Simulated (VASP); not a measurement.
# Al9H in VASP: further runs

The runs below take Al9H through single point, with PBE.

Everything below comes from runs of VASP 6.6.1. Logs are shortened: lines on timing, memory, paths and dates and some standing lists are left out, and cuts for length are marked.

## (1) The cell of the first run

The cell holds a slab with vacuum, 20 atoms: a = 5.707 Å, b = 9.806 Å, c = 22.790 Å, α = 90.00°, β = 90.00°, γ = 98.37°.

## (2) Single point, PBE

Input file INCAR:

```
ALGO = Normal
DIPOL = 0.5 0.5 0.299
EDIFF = 1E-7
ENCUT = 520
GGA = PE
IDIPOL = 3
ISIF = 2
ISMEAR = 0
LASPH = True
LCHARG = False
LDIPOL = True
LREAL = Auto
LWAVE = False
NBANDS = 44
NELM = 80
PREC = Accurate
SIGMA = 0.1
```

Input file KPOINTS:

```
k-points
0
Gamma
  5 3 1
```

Input file POSCAR:

```
Al9H
1.0
    5.7070863109      0.0000000000      0.0000000000
   -1.4267715777      9.7014842373      0.0000000000
    0.0000000000      0.0000000000     22.7903703632
Al H
18 2
Direct
    0.2662216041      0.0648864163      0.1755127247
    0.7662216041      0.0648864163      0.1755127247
    0.3354806058      0.3419224231      0.2192029853
    0.8354806058      0.3419224231      0.2192029853
    0.1493324061      0.5973296244      0.2279410374
    0.6493324061      0.5973296244      0.2279410374
    0.4631842064      0.8527368258      0.2366790895
    0.9631842064      0.8527368258      0.2366790895
    0.0319772084      0.1277109167      0.2808262503
    0.5319772084      0.1277109167      0.2808262503
    0.0997917590      0.4042231279      0.3301071124
    0.5997917590      0.4042231279      0.3301071124
    0.4144000530      0.6596656505      0.3369822082
    0.9144000530      0.6596656505      0.3369822082
    0.2263076920      0.9110819249      0.3449259127
    0.7263076920      0.9110819249      0.3449259127
    0.2962427236      0.1814071990      0.3857054635
    0.7962427236      0.1814071990      0.3857054635
    0.3728398333      0.9110819249      0.4475736989
    0.5797755507      0.9110819249      0.4475736989
```

Potentials or basis: VASP PAW PBE potentials, release 64 (Al, H).

The run is started by

```bash
$ cat potpaw_PBE.64/Al/POTCAR potpaw_PBE.64/H/POTCAR > POTCAR
$ mpirun -np 1 vasp_std > vasp.out
```

OUTCAR:

```text
EDIFF = 1E-7
   ENCUT = 520
   GGA = PE
   ISIF = 2
   ISMEAR = 0
   LASPH = True
   LREAL = Auto
   NELM = 80
   PREC = Accurate

 ion  position               nearest neighbor table
   1  0.266  0.065  0.176-   2 2.85   2 2.85   9 2.86  10 2.86   7 2.87   8 2.87   3 2.87
   2  0.766  0.065  0.176-   1 2.85   1 2.85  10 2.86   9 2.86   8 2.87   7 2.87   4 2.87
   3  0.335  0.342  0.219-   4 2.85   4 2.85   6 2.87   5 2.87   1 2.87   9 2.89  10 2.89  12 2.96
                            11 2.97
   4  0.835  0.342  0.219-   3 2.85   3 2.85   5 2.87   6 2.87   2 2.87  10 2.89   9 2.89  11 2.96
                            12 2.97
   5  0.149  0.597  0.228-   6 2.85   6 2.85   4 2.87   3 2.87   7 2.87   8 2.87  13 2.93  14 2.93
                            11 2.99
   6  0.649  0.597  0.228-   5 2.85   5 2.85   3 2.87   4 2.87   8 2.87   7 2.87  14 2.93  13 2.93
                            12 2.99
   7  0.463  0.853  0.237-  10 2.85   8 2.85   8 2.85   1 2.87   5 2.87   2 2.87   6 2.87  16 2.90
                            15 2.91  13 2.96
   8  0.963  0.853  0.237-   9 2.85   7 2.85   7 2.85   2 2.87   6 2.87   1 2.87   5 2.87  15 2.90
                            16 2.91  14 2.96
   9  0.032  0.128  0.281-  18 2.83  17 2.83   8 2.85  10 2.85  10 2.85   1 2.86   2 2.86   3 2.89
                             4 2.89  11 2.91  15 2.93  16 2.93
  10  0.532  0.128  0.281-  17 2.83  18 2.83   7 2.85   9 2.85   9 2.85   2 2.86   1 2.86   4 2.89
                             3 2.89  12 2.91  16 2.93  15 2.93
  11  0.100  0.404  0.330-  12 2.85  12 2.85  14 2.86  13 2.87  18 2.88  17 2.89   9 2.91   4 2.96
                             3 2.97   5 2.99
  12  0.600  0.404  0.330-  11 2.85  11 2.85  13 2.86  14 2.87  17 2.88  18 2.89  10 2.91   3 2.96
                             4 2.97   6 2.99
  13  0.414  0.660  0.337-  16 2.83  15 2.83  14 2.85  14 2.85  12 2.86  11 2.87   5 2.93   6 2.93
                             7 2.96
  14  0.914  0.660  0.337-  15 2.83  16 2.83  13 2.85  13 2.85  11 2.86  12 2.87   6 2.93   5 2.93
                             8 2.96
  15  0.226  0.911  0.345-  17 2.78  14 2.83  13 2.83  16 2.85  16 2.85   8 2.90   7 2.91   9 2.93
                            10 2.93
  16  0.726  0.911  0.345-  18 2.78  13 2.83  14 2.83  15 2.85  15 2.85   7 2.90   8 2.91  10 2.93
                             9 2.93
  17  0.296  0.181  0.386-  15 2.78  10 2.83   9 2.83  18 2.85  18 2.85  12 2.88  11 2.89
  18  0.796  0.181  0.386-  16 2.78   9 2.83  10 2.83  17 2.85  17 2.85  11 2.88  12 2.89
  19  0.373  0.911  0.448-
  20  0.580  0.911  0.448-

  LATTYP: Found a simple monoclinic cell.
 ALAT       =     5.7070863109
 B/A-ratio  =     3.9933460126
 C/A-ratio  =     1.7181865164
 COS(beta)  =    -0.1455022476

  Lattice vectors:

 A1 = (   5.7070863109,   0.0000000000,   0.0000000000)
 A2 = (   0.0000000000,   0.0000000000, -22.7903703632)
 A3 = (  -1.4267715777,   9.7014842373,   0.0000000000)

Analysis of symmetry for initial positions (statically):
=====================================================================
 Subroutine PRICEL returns:
 Original cell was already a primitive cell.
[... 164 lines left out ...]
  Thomas-Fermi vector in A             =   1.623387
   LORBIT       =      0    0 simple, 1 ext, 2 COOP (PROOUT), +10 PAW based schemes
   GGA     = PE    functional components
   LHFCALC =     F    Hartree Fock is set to
   AEXX    =    0.0000 exact exchange contribution
   IVDW    =     0    specifies the selected vdW correction
   LEPSILON=     F    determine dielectric tensor
   LRPA    =     F    only Hartree local field effects (RPA)
 non-spin polarized calculation
 Gauss-broadening in eV      SIGMA  =   0.10
  energy-cutoff  :      520.00
  volume of cell :     1261.84
 maximum number of plane-waves:     34010
   NGX = 21   NGY = 37   NGZ = 85

 dipolmoment           0.000000      0.000000     -0.003165 electrons x Angstroem

 number of electron      56.0000001 magnetization

 dipolmoment           0.000000      0.000000      0.036488 electrons x Angstroem

 Free energy of the ion-electron system (eV)
  ---------------------------------------------------
  ext. energy  EPLUGINS =         0.00000000
  ---------------------------------------------------
  free energy    TOTEN  =       -66.52975296 eV

  energy without entropy =      -66.48406966  energy(sigma->0) =      -66.50691131

 E-fermi :  -1.2579     XC(G=0):  -3.3784

 val. band max:       -1.2771446692   @ k =   0.0000   0.3333   0.0000
 cond. band min:      -1.2531628060   @ k =   0.4000   0.3333   0.0000
 fundamental gap:      0.0239818633
 Fermi energy:        -1.2579050163

 k-point     1 :       0.0000    0.0000    0.0000
  band No.  band energies     occupation
      1     -11.3286      2.00000
      2      -9.7765      2.00000
      3      -9.6873      2.00000
      4      -9.1044      2.00000
      5      -7.3752      2.00000
      6      -7.2105      2.00000
[... 333 lines left out ...]
     39       0.9011      0.00000
     40       1.0113      0.00000
 [bands above 40 left out]

------------------------ aborting loop because EDIFF is reached ----------------------------------------

 vacuum level on the upper side and lower side of the slab       (xc-potential included)         0.030        -0.087

  FORCE on cell =-STRESS in cart. coord.  units (eV):
  Direction    XX          YY          ZZ          XY          YZ          ZX
  --------------------------------------------------------------------------------------
  -------------------------------------------------------------------------------------
  Total      -16.3670296    -12.3620146     -0.2883975     -0.1869313     -0.4321850      0.0270400
  in kB      -20.7814786    -15.6962471     -0.3661830     -0.2373496     -0.5487521      0.0343331
  external PRESSURE =     -12.2813029 kB  Pullay stress =       0.0000000 kB

 VOLUME and BASIS-vectors are now :
 -----------------------------------------------------------------------------
  energy-cutoff  :      520.00
  volume of cell :     1261.84
      direct lattice vectors                 reciprocal lattice vectors
     5.707086311  0.000000000  0.000000000     0.175220760  0.025769253  0.000000000
    -1.426771578  9.701484237  0.000000000     0.000000000  0.103077011  0.000000000
     0.000000000  0.000000000 22.790370363     0.000000000  0.000000000  0.043878181

 POSITION                                       TOTAL-FORCE (eV/Angst)
 -----------------------------------------------------------------------------------
      1.42677      0.62949      4.00000        -0.118743      0.151757      0.039271
      4.28031      0.62949      4.00000         0.108903      0.128121      0.050666
      1.42677      3.31715      4.99572        -0.054782      0.067556      0.052429
      4.28031      3.31715      4.99572         0.075179      0.096434      0.031443
      0.00000      5.79498      5.19486         0.000576     -0.060501      0.008786
      2.85354      5.79498      5.19486        -0.010744     -0.088627     -0.007520
[... 12 lines left out ...]
      0.82792      8.83885     10.20037         3.384242     -0.005486     -0.083648
      2.00892      8.83885     10.20037        -3.372675      0.037905     -0.066724
 -----------------------------------------------------------------------------------
    total drift:                               -0.007753     -0.032305     -0.007203

  FREE ENERGIE OF THE ION-ELECTRON SYSTEM (eV)
  ---------------------------------------------------
  free  energy   TOTEN  =       -66.5297529589 eV

  energy  without entropy=      -66.4840696633  energy(sigma->0) =      -66.50691131

 vacuum level on the upper side and lower side of the slab         3.029         2.910
```

Run time: 35 min. Hardware: 1 thread of AMD EPYC 7R13, shared host; peak memory 1.2 GiB.

What came out:

```yaml
Free_energy: -66.5298 eV
Largest_force: 3.385 eV/Å
Band_gap_on_the_k_mesh: zero (bands 28 and 29 overlap by 0.74 eV)
```

Forces in eV/Å, atoms in the order of the input:
```
Al  -0.119  0.152  0.039
Al   0.109  0.128  0.051
Al  -0.055  0.068  0.052
Al   0.075  0.096  0.031
Al   0.001 -0.061  0.009
Al  -0.011 -0.089 -0.008
Al  -0.030 -0.134 -0.168
Al   0.031 -0.107 -0.126
Al  -0.017  0.014  0.025
Al   0.016  0.002  0.042
Al  -0.020 -0.030 -0.014
Al   0.026  0.014 -0.023
Al  -0.037 -0.059 -0.020
Al   0.020 -0.030  0.013
Al  -0.161 -0.069  0.080
Al   0.163 -0.008  0.082
Al  -0.053  0.060  0.031
Al   0.051  0.019  0.052
H    3.384 -0.005 -0.084
H   -3.373  0.038 -0.067
```

## (3) Single point, PBE

Input file INCAR:

```
SYSTEM = Al9H
  ALGO = Normal
  DIPOL = 0.5 0.5 0.301
  EDIFF = 1E-7
  ENCUT = 520
  GGA = PE
  IDIPOL = 3
  ISIF = 2
  ISMEAR = 0
  LASPH = .True.
  LCHARG = .False.
  LDIPOL = .True.
  LREAL = Auto
  LWAVE = .False.
  NBANDS = 44
  NELM = 100
  PREC = Accurate
  SIGMA = 0.1
```

Input file KPOINTS:

```
k-points
0
Gamma
  5 3 1
  0 0 0
```

Changes to POSCAR since step 2:

```diff
@@ -26,3 +26,3 @@
     0.7962427236      0.1814071990      0.3857054635
-    0.3728398333      0.9110819249      0.4475736989
-    0.5797755507      0.9110819249      0.4475736989
+    0.3728398333      0.9110819249      0.4756557349
+    0.5797755507      0.9110819249      0.4756557349
```

Potentials or basis: VASP PAW PBE potentials, release 64 (Al, H).

The run is started by

```bash
$ cat potpaw_PBE.64/Al/POTCAR potpaw_PBE.64/H/POTCAR > POTCAR
$ mpirun -np 1 vasp_std > vasp.out
```

It took 40 min on 1 thread of AMD EPYC 7R13, shared host; peak memory 1.2 GiB.

The run converged. Its results:

```yaml
Free_energy: -66.5272 eV
Largest_force: 4.357 eV/Å
Band_gap_on_the_k_mesh: zero (bands 28 and 29 overlap by 0.73 eV)
```

Forces in eV/Å, atoms in the order of the input:
```
Al  -0.058  0.159  0.024
Al   0.047  0.148  0.030
Al  -0.021  0.038  0.057
Al   0.035  0.054  0.051
Al   0.006 -0.067  0.028
Al  -0.011 -0.077  0.020
Al  -0.012 -0.114 -0.138
Al   0.015 -0.096 -0.115
Al  -0.004  0.011  0.006
Al   0.004  0.014 -0.003
Al  -0.003 -0.022 -0.001
Al   0.010 -0.008 -0.007
Al  -0.014 -0.007 -0.001
Al   0.004 -0.009  0.003
Al  -0.048 -0.020 -0.004
Al   0.044  0.006 -0.005
Al  -0.022  0.014 -0.002
Al   0.024 -0.008  0.011
H    4.357 -0.014  0.021
H   -4.353 -0.003  0.025
```

Levels at points of the mesh, in eV from the Fermi level:
```
           k point  band 24  band 25  band 26  band 27  band 28  band 29  band 30  band 31  band 32  band 33
(0.00, 0.00, 0.00)    -1.48    -1.08    -1.04    -0.94    -0.62    -0.58    -0.33     0.12     0.89     1.24
```

The gap in the log of VASP goes by the Fermi energy; the results here count the filled bands.